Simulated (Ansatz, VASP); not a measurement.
## H: VASP beside Ansatz

Contents of INCAR:

```
PREC = Accurate ; ENCUT = 400
EDIFF = 1E-6 ; ISMEAR = 0
SIGMA = 0.005 ; LREAL = False
LASPH = True ; NELM = 200
ALGO = Normal ; ISIF = 2
LWAVE = False ; LCHARG = False
ISPIN = 2 ; MAGMOM = 1.1
LORBIT = 11 ; GGA = RP
NBANDS = 10 ; GGA_COMPAT = False
NELMDL = -8
```

File KPOINTS:

```
Automatic mesh
0
Gamma
  1 1 1
```

POSCAR

```
H
1.0
   10.5000000000      0.0000000000      0.0000000000
    0.0000000000     11.0000000000      0.0000000000
    0.0000000000      0.0000000000     11.5000000000
H
1
Direct
    0.5000000000      0.5045454500      0.5000000000
```

Input for Ansatz:

```yaml
crystal:
  lattice:
    - [10.5, 0.0, 0.0]
    - [0.0, 11.0, 0.0]
    - [0.0, 0.0, 11.5]
  atoms:
    - { symbol: H, position: [0.5, 0.50454545, 0.5], spin: 1.1 }
magnetization:
  spin_polarized: true
hamiltonian:
  xc: rpbe
kpoints:
  mp_grid: { grid: [1, 1, 1] }
scf:
  occupations: { method: gaussian, width: 0.005 }
  max_iter: 140
  lower_state_search: "off"
output:
  forces: true
```

Alike in both runs: task single point; functional RPBE; k mesh 1 × 1 × 1; occupations gaussian, width 0.005 eV; collinear spin.

```csv
,VASP,Ansatz
version,VASP 6.6.1,Ansatz 0.2.0
potentials or method,"VASP PAW PBE potentials, release 64 (H)","scalar-relativistic, plane waves, PAW"
plane-wave cutoff (eV),400,420
valence electrons in the cell,1,1
```

|  | VASP | Ansatz | Ansatz less VASP |
| --- | --- | --- | --- |
| net moment per atom (μB) | 1.00 | 1.00 | 0.000 |
| size of the moment on the site where the two differ most (μB) | 0.38 | 1.00 | +0.616 |

VASP's potentials were made for PBE, not for RPBE. Site moments also hang on the region over which each program counts them. Ansatz's warnings: stability check not made.
